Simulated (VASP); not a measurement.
A run of VASP 6.6.1:

The input INCAR:

```
  PREC = Accurate
  ENCUT = 520
  EDIFF = 1E-8
  ISMEAR = -1
  SIGMA = 0.08
  LREAL = F
  LASPH = T
  NELM = 100
  ALGO = Normal
  ISIF = 2
  LWAVE = F
  LCHARG = F
  GGA = CA
  LEFG = T
  NBANDS = 23
```

KPOINTS

```
Automatic mesh
0
Gamma
  9 9 9
```

File POSCAR:

```
LiZn
1.0
    0.0000000000      3.1213356241      3.1213356241
    3.1213356241      0.0000000000      3.1213356241
    3.1213356241      3.1213356241      0.0000000000
Li Zn
2 2
Direct
    0.5000000000      0.5000000000      0.5000000000
    0.7500000000      0.7500000000      0.7500000000
    0.0000000000      0.0000000000      0.0000000000
    0.2500000000      0.2500000000      0.2500000000
```

Potentials or basis: VASP PAW LDA potentials, release 64 (Li_sv, Zn).

Launch:

```sh
$ cat potpaw_LDA.64/Li_sv/POTCAR potpaw_LDA.64/Zn/POTCAR > POTCAR
$ mpirun -np 1 vasp_std > vasp.out
```

Hardware: 1 thread of Intel Xeon 8259CL, on a shared host.

How long does it take, and how much memory?

Wall time 79 s on 1 thread of Intel Xeon 8259CL, with other jobs on the host, peak memory 0.19 GiB. Counts: scf iterations 14, k points 35.
